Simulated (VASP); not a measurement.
Runs of VASP 6.6.1 on S. The structure is trigonal, space group R-3 (No. 148). The conventional cell has a = 10.722 Å, b = 10.722 Å, c = 4.185 Å, α = 90.00°, β = 90.00°, γ = 120.00°. Within 2.7 Å of S (site symmetry 1) lie 2 S at 2.07 Å. 

```tsv
level	smearing	gap on the mesh (eV)	pressure (GPa)	largest force (eV/Å)
PBE	gaussian 0.01 eV	1.94	1.8	0.05
PBE	methfessel-paxton 0.2 eV	1.94	1.8	0.05
r2SCAN	gaussian 0.01 eV	2.21	(a)	0.19
PBE	methfessel-paxton 0.05 eV	1.94	1.8	0.05
```

Alike in all rows: task single point; potentials or basis VASP PAW PBE potentials, release 64 (S); no spin polarisation; cell as given; k mesh 4 × 4 × 4; cutoff (eV) 520.

Q: Fill in the values left out.

A: (a) 0.2.

Caveats: the PAW data sets were made with another functional, which shifts forces and pressure a little (some runs).

A k mesh can miss the band edges.
